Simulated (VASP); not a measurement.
# Mg (Im-3m) in VASP: a series of runs

The runs below take Mg through single point, with PBE.

Everything below comes from runs of VASP 6.6.1. Logs are shortened: lines on timing, memory, paths and dates and some standing lists are left out, and cuts for length are marked.

## (1) The cell of the first run

It takes space group Im-3m (No. 229, cubic). The conventional cell has a = 3.190 Å, b = 3.190 Å, c = 3.190 Å, α = 90.00°, β = 90.00°, γ = 90.00°. Within 3.6 Å of Mg (site symmetry m-3m) lie 14 Mg at 2.76 to 3.19 Å.

This isn't the form of Mg at room conditions, which is hcp.

## (2) Single point, PBE

INCAR

```
ALGO = Normal ; EDIFF = 1E-6
ENCUT = 600 ; GGA = PE
GGA_COMPAT = F ; ISIF = 2
ISMEAR = -1 ; LASPH = T
LCHARG = F ; LREAL = F
LWAVE = F ; NBANDS = 7
NELM = 120 ; PREC = Accurate
SIGMA = 0.1
```

KPOINTS

```
k-points
0
Gamma
  17 17 17
```

POSCAR

```
Mg
1.0
   -1.5951462006      1.5951462006      1.5951462006
    1.5951462006     -1.5951462006      1.5951462006
    1.5951462006      1.5951462006     -1.5951462006
Mg
1
Direct
    0.0000000000      0.0000000000      0.0000000000
```

Potentials or basis: VASP PAW PBE potentials, release 64 (Mg).

The run is started by

```
> cat potpaw_PBE.64/Mg/POTCAR > POTCAR
> mpirun -np 1 vasp_std > vasp.out
```

OUTCAR:

```text
EDIFF = 1E-6
   ENCUT = 600
   GGA = PE
   ISIF = 2
   ISMEAR = -1
   LASPH = T
   LREAL = F
   NELM = 120
   PREC = Accurate

 ion  position               nearest neighbor table
   1  0.000  0.000  0.000-

  LATTYP: Found a body centered cubic cell.
 ALAT       =     3.1902924012

  Lattice vectors:

 A1 = (  -1.5951462006,   1.5951462006,   1.5951462006)
 A2 = (   1.5951462006,  -1.5951462006,   1.5951462006)
 A3 = (   1.5951462006,   1.5951462006,  -1.5951462006)

Analysis of symmetry for initial positions (statically):
=====================================================================
 Subroutine PRICEL returns:
 Original cell was already a primitive cell.

 Routine SETGRP: Setting up the symmetry group for a
 body centered cubic supercell.

 Subroutine GETGRP returns: Found 48 space group operations
 (whereof 48 operations were pure point group operations)
 out of a pool of 48 trial point group operations.

The static configuration has the point symmetry O_h .

Analysis of symmetry for dynamics (positions and initial velocities):
=====================================================================
 Subroutine PRICEL returns:
 Original cell was already a primitive cell.

 Routine SETGRP: Setting up the symmetry group for a
 body centered cubic supercell.

 Subroutine GETGRP returns: Found 48 space group operations
 (whereof 48 operations were pure point group operations)
 out of a pool of 48 trial point group operations.

The dynamic configuration has the point symmetry O_h .

 Subroutine INISYM returns: Found 48 space group operations
 (whereof 48 operations are pure point group operations),
 and found     1 'primitive' translations

----------------------------------------------------------------------------------------

                                     Primitive cell

  volume of cell :      16.2353

  direct lattice vectors                    reciprocal lattice vectors
    -1.595146201  1.595146201  1.595146201     0.000000000  0.313450892  0.313450892
     1.595146201 -1.595146201  1.595146201     0.313450892  0.000000000  0.313450892
     1.595146201  1.595146201 -1.595146201     0.313450892  0.313450892  0.000000000

  length of vectors
     2.762874265  2.762874265  2.762874265     0.443286503  0.443286503  0.443286503

  position of ions in fractional coordinates (direct lattice)
     0.000000000  0.000000000  0.000000000

  ion indices of the primitive-cell ions
   primitive index   ion index
                 1           1

----------------------------------------------------------------------------------------

 KPOINTS: k-points

Automatic generation of k-mesh.
 Grid dimensions read from file:
 generate k-points for:   17   17   17

 Generating k-lattice:

  Cartesian coordinates                     Fractional coordinates (reciprocal lattice)
     0.000000000  0.018438288  0.018438288     0.058823529  0.000000000  0.000000000
     0.018438288  0.000000000  0.018438288     0.000000000  0.058823529  0.000000000
     0.018438288  0.018438288  0.000000000     0.000000000  0.000000000  0.058823529

  Length of vectors
     0.026075677  0.026075677  0.026075677

  Shift w.r.t. Gamma in fractional coordinates (k-lattice)
     0.000000000  0.000000000  0.000000000

 Subroutine IBZKPT returns following result:
 ===========================================

 Found    165 irreducible k-points:

 Following reciprocal coordinates:
            Coordinates               Weight
  0.000000  0.000000  0.000000      1.000000
  0.058824  0.000000  0.000000     12.000000
  0.117647  0.000000  0.000000     12.000000
  0.176471  0.000000  0.000000     12.000000
  0.235294  0.000000  0.000000     12.000000
  0.294118  0.000000  0.000000     12.000000
[... 16 lines left out ...]
  0.411765  0.117647  0.000000     48.000000
  0.176471  0.176471  0.000000     24.000000
 [... further k-points ...]
   k-points           NKPTS =    165   k-points in BZ     NKDIM =    165   number of bands    NBANDS=      7
   number of dos      NEDOS =    301   number of ions     NIONS =      1
   total plane-waves  NPLWV =  13824
   dimension x,y,z NGX =    24 NGY =   24 NGZ =   24
   dimension x,y,z NGXF=    48 NGYF=   48 NGZF=   48
   ions per type =               1
   NGX,Y,Z   is equivalent  to a cutoff of  14.44, 14.44, 14.44 a.u.
   NGXF,Y,Z  is equivalent  to a cutoff of  28.88, 28.88, 28.88 a.u.
 SYSTEM =  unknown system
   PREC   = accura    normal or accurate (medium, high low for compatibility)
   ISTART =      0    job   : 0-new  1-cont  2-samecut
   ICHARG =      2    charge: 1-file 2-atom 10-const
   ISPIN  =      1    spin polarized calculation?
   LNONCOLLINEAR =      F non collinear calculations
   LSORBIT =      F    spin-orbit coupling
   LASPH  =      T    aspherical Exc in radial PAW
   ENCUT  =  600.0 eV  44.10 Ry    6.64 a.u.   5.52  5.52  5.52*2*pi/ulx,y,z
   NELM   =    120;   NELMIN=  2; NELMDL= -5     # of ELM steps
   EDIFF  = 0.1E-05   stopping-criterion for ELM
   LREAL  =      F    real-space projection
   EDIFFG = 0.1E-04   stopping-criterion for IOM
   NSW    =      0    number of steps for IOM
   IBRION =     -1    ionic relax: 0-MD 1-quasi-New 2-CG
   NFREE  =      0    steps in history (QN), initial steepest desc. (CG)
   ISIF   =      2    stress and relaxation
   ISYM   =      2    0-nonsym 1-usesym 2-fastsym
   POTIM  = 0.5000    time-step for ionic-motion
   TEBEG  =    0.0;   TEEND  =   0.0 temperature during run
   PSTRESS=    0.0 pullay stress
   NELECT =       2.0000    total number of electrons
   NUPDOWN=      -1.0000    fix difference up-down
   EMIN   =  10.00;   EMAX   =-10.00  energy-range for DOS
   EFERMI =   0.00;   METHOD = LEGACY
   ISMEAR =    -1;   SIGMA  =   0.10  broadening in eV -4-tet -1-fermi 0-gaus
   EFERMI_NEDOS =   21; number of points for ismear=-14 and -15
   IALGO  =     38    algorithm
   IMIX   =      4    mixing-type and parameters
     AMIX     =   0.40;   BMIX     =  1.00
     AMIX_MAG =   1.60;   BMIX_MAG =  1.00
  volume/ion in A,a.u.               =      16.24       109.56
  Fermi-wavevector in a.u.,A,eV,Ry     =   0.814575  1.539323  9.027904  0.663532
  Thomas-Fermi vector in A             =   1.924507
   LORBIT       =      0    0 simple, 1 ext, 2 COOP (PROOUT), +10 PAW based schemes
   GGA     = PE    functional components
   LHFCALC =     F    Hartree Fock is set to
   AEXX    =    0.0000 exact exchange contribution
   IVDW    =     0    specifies the selected vdW correction
   LEPSILON=     F    determine dielectric tensor
   LRPA    =     F    only Hartree local field effects (RPA)
 non-spin polarized calculation
  energy-cutoff  :      600.00
  volume of cell :       16.24
 maximum number of plane-waves:       559
 NGX is ok and might be reduce to    24
   NGX = 11   NGY = 11   NGZ = 11

 number of electron       2.0000000 magnetization

 Free energy of the ion-electron system (eV)
  ---------------------------------------------------
  ext. energy  EPLUGINS =         0.00000000
  ---------------------------------------------------
  free energy    TOTEN  =        -1.11054916 eV

  energy without entropy =       -1.10000600  energy(sigma->0) =       -1.10527758

 E-fermi :   4.7786     XC(G=0):  -9.6380

 val. band max:        4.6903845481   @ k =  -0.4706   0.4706   0.1176
 cond. band min:       4.7834800422   @ k =  -0.4118  -0.4706   0.2353
 fundamental gap:      0.0930954941
 Fermi energy:         4.7785776013

 k-point     1 :       0.0000    0.0000    0.0000
  band No.  band energies     occupation
      1      -3.8269      2.00000
      2      20.3100      0.00000
      3      20.3100      0.00000
      4      20.3100      0.00000
      5      22.7191      0.00000
      6      22.7191      0.00000
      7      24.2318      0.00000

 k-point     2 :       0.0588    0.0000    0.0000
  band No.  band energies     occupation
      1      -3.7240      2.00000
      2      19.2626      0.00000
      3      19.7515      0.00000
      4      20.0835      0.00000
      5      21.8386      0.00000
      6      21.9732      0.00000
      7      24.7805      0.00000

 k-point     3 :       0.1176    0.0000    0.0000
  band No.  band energies     occupation
      1      -3.4162      2.00000
      2      16.9505      0.00000
      3      18.6847      0.00000
      4      19.5599      0.00000
      5      20.8950      0.00000
      6      21.5205      0.00000
      7      25.0611      0.00000

 k-point     4 :       0.1765    0.0000    0.0000
  band No.  band energies     occupation
      1      -2.9064      2.00000
      2      14.5050      0.00000
      3      17.6123      0.00000
      4      18.9623      0.00000
      5      19.9232      0.00000
      6      21.2745      0.00000
      7      25.1871      0.00000

 k-point     5 :       0.2353    0.0000    0.0000
  band No.  band energies     occupation
      1      -2.1993      2.00000
      2      12.1529      0.00000
      3      16.6701      0.00000
      4      18.4074      0.00000
      5      19.1069      0.00000
      6      20.9100      0.00000
      7      25.6245      0.00000

 k-point     6 :       0.2941    0.0000    0.0000
  band No.  band energies     occupation
      1      -1.3013      2.00000
      2       9.9371      0.00000
      3      15.8986      0.00000
      4      17.9428      0.00000
      5      18.4548      0.00000
      6      20.4743      0.00000
      7      26.3867      0.00000

 k-point     7 :       0.3529    0.0000    0.0000
  band No.  band energies     occupation
      1      -0.2217      2.00000
      2       7.8722      0.00000
      3      15.3131      0.00000
      4      17.5874      0.00000
      5      17.9678      0.00000
      6      20.0634      0.00000
      7      26.9585      0.00000

 k-point     8 :       0.4118    0.0000    0.0000
  band No.  band energies     occupation
      1       1.0233      2.00000
      2       5.9729      0.00001
      3      14.9203      0.00000
      4      17.3485      0.00000
      5      17.6445      0.00000
      6      19.7527      0.00000
      7      27.5225      0.00000

 k-point     9 :       0.4706    0.0000    0.0000
  band No.  band energies     occupation
      1       2.3542      2.00000
      2       4.3157      1.98065
      3      14.7232      0.00000
      4      17.2287      0.00000
      5      17.4833      0.00000
      6      19.5871      0.00000
      7      27.9139      0.00000

 k-point    10 :       0.0588    0.0588    0.0000
  band No.  band energies     occupation
      1      -3.5187      2.00000
      2      17.9515      0.00000
      3      18.3806      0.00000
      4      19.7357      0.00000
      5      21.1625      0.00000
      6      22.0866      0.00000
      7      24.8971      0.00000

 k-point    11 :       0.1176    0.0588    0.0000
  band No.  band energies     occupation
      1      -3.1099      2.00000
      2      15.7029      0.00000
      3      17.1622      0.00000
      4      19.1180      0.00000
      5      20.6344      0.00000
      6      21.9222      0.00000
      7      24.7027      0.00000
[... 51 lines left out ...]
 k-point    17 :       0.4706    0.0588    0.0000
  band No.  band energies     occupation
      1       2.8198      2.00000
      2       3.9462      1.99951
      3      13.8384      0.00000
      4      16.8118      0.00000
      5      17.9810      0.00000
      6      20.5239      0.00000
      7      27.4237      0.00000

 k-point    18 :       0.1176    0.1176    0.0000
  band No.  band energies     occupation
      1      -2.6024      2.00000
      2      14.2361      0.00000
      3      15.3053      0.00000
      4      18.4436      0.00000
      5      20.5347      0.00000
      6      22.2365      0.00000
      7      25.1633      0.00000

 k-point    19 :       0.1765    0.1176    0.0000
  band No.  band energies     occupation
      1      -1.8986      2.00000
      2      12.2240      0.00000
      3      14.1426      0.00000
      4      17.7708      0.00000
      5      20.2305      0.00000
      6      22.3935      0.00000
      7      24.8757      0.00000

 k-point    20 :       0.2353    0.1176    0.0000
  band No.  band energies     occupation
      1      -1.0049      2.00000
      2      10.1116      0.00000
      3      13.3541      0.00000
      4      17.1897      0.00000
      5      19.7911      0.00000
      6      22.5862      0.00000
      7      24.7060      0.00000

 k-point    21 :       0.2941    0.1176    0.0000
  band No.  band energies     occupation
      1       0.0692      2.00000
      2       8.0947      0.00000
      3      12.7835      0.00000
      4      16.7346      0.00000
      5      19.3827      0.00000
      6      22.6128      0.00000
      7      25.0054      0.00000

 k-point    22 :       0.3529    0.1176    0.0000
  band No.  band energies     occupation
      1       1.3069      2.00000
      2       6.2232      0.00000
      3      12.4068      0.00000
      4      16.4227      0.00000
      5      19.0867      0.00000
      6      22.5077      0.00000
      7      25.6493      0.00000

 k-point    23 :       0.4118    0.1176    0.0000
  band No.  band energies     occupation
      1       2.6265      2.00000
      2       4.5860      1.74563
      3      12.2190      0.00000
      4      16.2643      0.00000
      5      18.9336      0.00000
      6      22.4217      0.00000
      7      26.2539      0.00000

 k-point    24 :       0.1765    0.1765    0.0000
  band No.  band energies     occupation
      1      -1.1036      2.00000
      2      10.9435      0.00000
      3      12.4330      0.00000
      4      17.1008      0.00000
      5      20.4238      0.00000
      6      22.5405      0.00000
      7      25.9591      0.00000

 [... further k-points ...]

------------------------ aborting loop because EDIFF is reached ----------------------------------------

  FORCE on cell =-STRESS in cart. coord.  units (eV):
  Direction    XX          YY          ZZ          XY          YZ          ZX
  --------------------------------------------------------------------------------------
  -------------------------------------------------------------------------------------
  Total        2.4384289      2.4384289      2.4384289     -0.0000000      0.0000000      0.0000000
  in kB      240.6352251    240.6352251    240.6352251     -0.0000000      0.0000000      0.0000000
  external PRESSURE =     240.6352251 kB  Pullay stress =       0.0000000 kB

 VOLUME and BASIS-vectors are now :
 -----------------------------------------------------------------------------
  energy-cutoff  :      600.00
  volume of cell :       16.24
      direct lattice vectors                 reciprocal lattice vectors
    -1.595146201  1.595146201  1.595146201     0.000000000  0.313450892  0.313450892
     1.595146201 -1.595146201  1.595146201     0.313450892  0.000000000  0.313450892
     1.595146201  1.595146201 -1.595146201     0.313450892  0.313450892  0.000000000

 POSITION                                       TOTAL-FORCE (eV/Angst)
 -----------------------------------------------------------------------------------
      0.00000      0.00000      0.00000         0.000000      0.000000      0.000000
 -----------------------------------------------------------------------------------
    total drift:                                0.000000      0.000000      0.000000

  FREE ENERGIE OF THE ION-ELECTRON SYSTEM (eV)
  ---------------------------------------------------
  free  energy   TOTEN  =        -1.1105491552 eV

  energy  without entropy=       -1.1000060019  energy(sigma->0) =       -1.10527758
```

It took 25 s on 1 thread of Intel Xeon 8259CL, shared host; peak memory 0.15 GiB.

Results:

```
Free energy            : -1.1105 eV
Pressure               : 24.1 GPa
Band gap on the k mesh : zero (bands 1 and 2 overlap by 4.00 eV)
```

Levels at points of the mesh, in eV from the Fermi level:
```csv
k point,band 1,band 2,band 3,band 4
"(0.00, 0.00, 0.00)",-8.61,15.53,15.53,15.53
```

Caveat: the cell stands under pressure.

## (3) Single point, PBE

INCAR

```
ALGO = Normal
EDIFF = 1E-6
ENCUT = 600
GGA = PE
GGA_COMPAT = F
ISIF = 2
ISMEAR = -1
LASPH = T
LCHARG = F
LREAL = F
LWAVE = F
NBANDS = 7
NELM = 120
PREC = Accurate
SIGMA = 0.1
```

KPOINTS is that of step 2.

POSCAR

```
Mg
1.0
   -1.5947409350      1.5947409350      1.5947409350
    1.5947409350     -1.5947409350      1.5947409350
    1.5947409350      1.5947409350     -1.5947409350
Mg
1
Direct
    0.0000000000      0.0000000000      0.0000000000
```

Potentials or basis: VASP PAW PBE potentials, release 64 (Mg).

The run is started by

```
> cat potpaw_PBE.64/Mg/POTCAR > POTCAR
> mpirun -np 1 vasp_std > vasp.out
```

It took 26 s on 1 thread of Intel Xeon 8259CL, shared host; peak memory 0.15 GiB.

Results (log left out):

| Property | Result |
| --- | --- |
| Free energy | -1.1087 eV |
| Pressure | 24.2 GPa |
| Band gap on the k mesh | zero (bands 1 and 2 overlap by 4.00 eV) |

Levels at points of the mesh, in eV from the Fermi level:
```csv
k point,band 1,band 2,band 3,band 4
"(0.00, 0.00, 0.00)",-8.61,15.54,15.54,15.54
```

Caveat: the cell stands under pressure.

The gap in the log of VASP goes by the Fermi energy; the results here count the filled bands.